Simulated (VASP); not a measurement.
# Sb (Im-3m) in VASP: settings compared, part 2 of 2

VASP 6.6.1. The steps go on from the part before.

### 5 Single point, LDA

INCAR

```
SYSTEM = Sb
ALGO = Normal ; EDIFF = 1E-6
ENCUT = 520 ; ISIF = 2
ISMEAR = 0 ; LASPH = .TRUE.
LCHARG = .FALSE. ; LREAL = .FALSE.
LWAVE = .FALSE. ; NBANDS = 8
NELM = 80 ; PREC = Accurate
SIGMA = 0.1
```

KPOINTS

```
k-points
0
G
  10 10 10
  0 0 0
```

POSCAR

```
Sb
1.0
   -1.8713408863      1.8713408863      1.8713408863
    1.8713408863     -1.8713408863      1.8713408863
    1.8713408863      1.8713408863     -1.8713408863
Sb
1
Direct
    0.0000000000      0.0000000000      0.0000000000
```

Potentials or basis: VASP PAW LDA potentials, release 64 (Sb).

Command:

```sh
$ cat potpaw_LDA.64/Sb/POTCAR > POTCAR
$ mpirun -np 1 vasp_std > vasp.out
```

OUTCAR:

```text
SYSTEM = Sb
   EDIFF = 1E-6
   ENCUT = 520
   ISIF = 2
   ISMEAR = 0
   LASPH = .TRUE.
   LREAL = .FALSE.
   NELM = 80
   PREC = Accurate

 ion  position               nearest neighbor table
   1  0.000  0.000  0.000-

  LATTYP: Found a body centered cubic cell.
 ALAT       =     3.7426817726

  Lattice vectors:

 A1 = (  -1.8713408863,   1.8713408863,   1.8713408863)
 A2 = (   1.8713408863,  -1.8713408863,   1.8713408863)
 A3 = (   1.8713408863,   1.8713408863,  -1.8713408863)

Analysis of symmetry for initial positions (statically):
=====================================================================
 Subroutine PRICEL returns:
 Original cell was already a primitive cell.

 Routine SETGRP: Setting up the symmetry group for a
 body centered cubic supercell.

 Subroutine GETGRP returns: Found 48 space group operations
 (whereof 48 operations were pure point group operations)
 out of a pool of 48 trial point group operations.

The static configuration has the point symmetry O_h .

Analysis of symmetry for dynamics (positions and initial velocities):
=====================================================================
 Subroutine PRICEL returns:
 Original cell was already a primitive cell.

[... 152 lines left out ...]

 E-fermi :   8.6747     XC(G=0): -10.4842

 val. band max:        8.6590264479   @ k =  -0.3000   0.4000   0.1000
 cond. band min:       8.6763497460   @ k =   0.3000   0.1000   0.1000
 fundamental gap:      0.0173232982
 Fermi energy:         8.6746826180

 k-point     1 :       0.0000    0.0000    0.0000
  band No.  band energies     occupation
      1      -4.3763      2.00000
      2      14.2949      0.00000
      3      14.2949      0.00000
      4      14.2949      0.00000
      5      19.0929      0.00000
      6      19.0929      0.00000
      7      19.0929      0.00000
      8      20.5812      0.00000
[... 243 lines left out ...]
 k-point    24 :      -0.3000    0.3000    0.1000
  band No.  band energies     occupation
      1      -2.2751      2.00000
      2       7.0394      2.00000
      3      10.6855      0.00000
      4      12.0582      0.00000
      5      16.3402      0.00000
      6      17.2088      0.00000
      7      18.4422      0.00000
      8      23.1890      0.00000

 [... further k-points ...]
[... 5 lines left out ...]
  --------------------------------------------------------------------------------------
  -------------------------------------------------------------------------------------
  Total       -0.1843524     -0.1843524     -0.1843524      0.0000000      0.0000000     -0.0000000
  in kB      -11.2678375    -11.2678375    -11.2678375      0.0000000      0.0000000     -0.0000000
  external PRESSURE =     -11.2678375 kB  Pullay stress =       0.0000000 kB

 VOLUME and BASIS-vectors are now :
 -----------------------------------------------------------------------------
  energy-cutoff  :      520.00
  volume of cell :       26.21
      direct lattice vectors                 reciprocal lattice vectors
    -1.871340886  1.871340886  1.871340886     0.000000000  0.267188092  0.267188092
     1.871340886 -1.871340886  1.871340886     0.267188092  0.000000000  0.267188092
     1.871340886  1.871340886 -1.871340886     0.267188092  0.267188092  0.000000000

 POSITION                                       TOTAL-FORCE (eV/Angst)
 -----------------------------------------------------------------------------------
      0.00000      0.00000      0.00000        -0.000000     -0.000000      0.000000
 -----------------------------------------------------------------------------------
    total drift:                                0.000000     -0.000000      0.000000

  FREE ENERGIE OF THE ION-ELECTRON SYSTEM (eV)
  ---------------------------------------------------
  free  energy   TOTEN  =        -4.6108814999 eV

  energy  without entropy=       -4.6048383789  energy(sigma->0) =       -4.60785994
```

OSZICAR:

```text
N       E                     dE             d eps       ncg     rms          rms(c)
DAV:   1     0.470961277831E+01    0.47096E+01   -0.16683E+03   752   0.408E+02
DAV:   2    -0.451464698664E+01   -0.92243E+01   -0.88641E+01  1056   0.540E+01
DAV:   3    -0.461641697949E+01   -0.10177E+00   -0.10070E+00   912   0.641E+00
DAV:   4    -0.461674460141E+01   -0.32762E-03   -0.32762E-03  1144   0.438E-01
DAV:   5    -0.461674532589E+01   -0.72447E-06   -0.72381E-06   952   0.141E-02    0.191E+00
DAV:   6    -0.461295871130E+01    0.37866E-02   -0.15761E-03   968   0.175E-01    0.110E+00
DAV:   7    -0.461088764205E+01    0.20711E-02   -0.30691E-03   920   0.245E-01    0.383E-02
DAV:   8    -0.461088141496E+01    0.62271E-05   -0.34280E-05   952   0.456E-02    0.527E-03
DAV:   9    -0.461088149994E+01   -0.84989E-07   -0.21734E-07  1112   0.407E-03
   1 F= -.46108815E+01 E0= -.46078599E+01  d E =-.604312E-02
```

stdout:

```text
POSCAR found type information on POSCAR Sb
 POSCAR found :  1 types and       1 ions
 scaLAPACK will be used
 LDA part: xc-table for (Slater(with rela. corr.)+CA(PZ))
 , standard interpolation
 POSCAR, INCAR and KPOINTS ok, starting setup
 FFT: planning ... GRIDC
 FFT: planning ... GRID_SOFT
 FFT: planning ... GRID
 WAVECAR not read
 entering main loop
```

Wall time 8.5 s (1 thread of Intel Xeon 8259CL, shared host); peak memory 0.13 GiB.

What came out:

| Quantity | Value |
| --- | --- |
| Free energy | -4.6109 eV |
| Pressure | -1.1 GPa |

Caveat: spin-orbit coupling is left out, which moves the levels of the heavy elements.

### 6 Overview

```csv
level,potentials or basis,cell,k mesh,cutoff (eV),smearing,grid for exact exchange (PRECFOCK),second run,screening parameter,gap on the mesh (eV),pressure (GPa)
PBE0,"VASP PAW PBE potentials, release 64 (Sb_d_GW)","a = 3.241 Å, angles 109.5°, 1 atom",6 × 6 × 6,400,fermi-dirac 0.05 eV,Normal,valence_matched,-,none,0.4
HSE06,"VASP PAW PBE potentials, release 64 (Sb_d_GW)","a = 3.175 Å, angles 109.5°, 1 atom",6 × 6 × 6,400,fermi-dirac 0.05 eV,Normal,valence_matched,0.2079 1/Å,none,5.9
PBE0,"VASP PAW PBE potentials, release 64 (Sb_d_GW)","a = 3.263 Å, angles 109.5°, 1 atom",6 × 6 × 6,400,fermi-dirac 0.05 eV,Normal,valence_matched,-,none,-1.0
LDA,"VASP PAW LDA potentials, release 64 (Sb)","a = 3.241 Å, angles 109.5°, 1 atom",10 × 10 × 10,520,gaussian 0.1 eV,-,-,-,none,-1.1
```

Alike in all rows: task single point; no spin polarisation.

Caveats: some runs use coarse meshes; spin-orbit coupling is left out, which moves the levels of the heavy elements; the PAW data sets were made with another functional, which shifts forces and pressure a little (some runs).

Absolute energies hang on the potentials; compare differences alone.
